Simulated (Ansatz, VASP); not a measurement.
**Two plane-wave programs on Co**

```
Co
1.0
     2.47056    0.00000    0.00000
    -1.23528    2.13957    0.00000
     0.00000    0.00000    8.08823
Co
4
Cartesian
  1.2353 0.7132 6.0662
  0.0000 0.0000 4.0441
  0.0000 1.4264 2.0221
  0.0000 0.0000 0.0000
```

Alike in both runs: functional revPBE; k mesh 12 × 12 × 4; occupations fermi-dirac, width 0.05 eV; collinear spin.

|  | VASP | Ansatz |
| --- | --- | --- |
| version | VASP 6.6.1 | Ansatz 0.2.0 |
| potentials or method | VASP PAW PBE potentials, release 64 (Co) | Ansatz PAW |
| plane-wave cutoff (eV) | 520 | 420 |
| valence electrons in the cell | 36 | 68 |
| task | single point | band structure |

VASP gave:

```
gap on the k mesh at the Fermi level (eV)                     : none
pressure (GPa)                                                : 8.2
traceless stress, the component that is largest in VASP (GPa) : -2.56
net moment per atom (μB)                                      : 1.65
size of the moment on the site where the two differ most (μB) : 1.68
```

Q: What did Ansatz give for the same quantities?

A: gap on the k mesh at the Fermi level (eV): none; pressure (GPa): 9.0; traceless stress, the component that is largest in VASP (GPa): -2.60; net moment per atom (μB): 1.66; size of the moment on the site where the two differ most (μB): 1.75.

VASP's potentials were made for PBE, not for revPBE. Site moments also hang on the region over which each program counts them. A gap of «none» marks a metal or a gap that the smearing closes. VASP's potentials hold 36 valence electrons a cell and Ansatz's 68, so a difference there can come from the potentials and not from the codes.
